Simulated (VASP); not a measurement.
A run of VASP 6.6.1 is set up as follows.

The input INCAR:

```
SYSTEM = Li
PREC     = Accurate       ! precision mode
ENCUT    = 520            ! plane-wave cutoff, eV
EDIFF    = 1E-7           ! SCF threshold, eV
ISMEAR   = -1             ! smearing method
SIGMA    = 0.1            ! smearing width, eV
LREAL    = .FALSE.        ! projectors in reciprocal space
LASPH    = .TRUE.         ! aspherical terms in the spheres
NELM     = 80             ! most SCF steps
ALGO     = Normal         ! electronic algorithm
ISIF     = 2              ! what is computed and relaxed
LWAVE    = .FALSE.        ! write WAVECAR
LCHARG   = .FALSE.        ! write CHGCAR
GGA      = PS             ! functional
NBANDS   = 10             ! bands
```

File KPOINTS:

```
regular mesh
0
G
  11 11 6
  0 0 0
```

The input POSCAR:

```
Li
1.0
    3.1653515728      0.0000000000      0.0000000000
   -1.5826757864      2.7412799296      0.0000000000
    0.0000000000      0.0000000000      5.1819786437
Li
2
Direct
    0.3333333333      0.6666666667      0.2500000000
    0.6666666667      0.3333333333      0.7500000000
```

Potentials or basis: VASP PAW PBE potentials, release 64 (Li_sv).

Command:

```console
$ cat potpaw_PBE.64/Li_sv/POTCAR > POTCAR
$ mpirun -np 1 vasp_std > vasp.out
```

Problem. What does it give for the band gap on the k mesh?

Solution. Zero (band 3 reaches 2.08 eV, above the bottom of band 4 at -2.00 eV).
